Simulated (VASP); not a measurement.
Crystal: Rh.

```
Rh
1.0
     0.00000    1.91499    1.91499
     1.91499    0.00000    1.91499
     1.91499    1.91499    0.00000
Rh
1
Direct
  0.00000 0.00000 0.00000
```

Base run:

* Program: VASP 6.6.1
* Functional: r2SCAN
* Potentials or basis: VASP PAW PBE potentials, release 64 (Rh_pv)
* Cutoff: 520 eV
* k mesh: 18 × 18 × 18
* Occupations: gaussian, width 0.1 eV
* Spin: no spin polarisation

Its results: pressure -5.2 GPa.

**Question.** The run is repeated on the same cell with these changes: potentials or basis from VASP PAW PBE potentials, release 64 (Rh_pv) to VASP PAW PBE potentials, release 64 (Rh_sv_GW); cutoff from 520 eV to 580 eV; further incar settings from ALGO = Normal; EDIFF = 1e-07; NBANDS = 14 to ALGO = Normal; EDIFF = 1e-06; NBANDS = 14; valence electrons from 15 to 17. What comes out?

**Answer.** Pressure -7.8 GPa.

Caveats: the PAW data sets were made with another functional, which shifts forces and pressure a little.
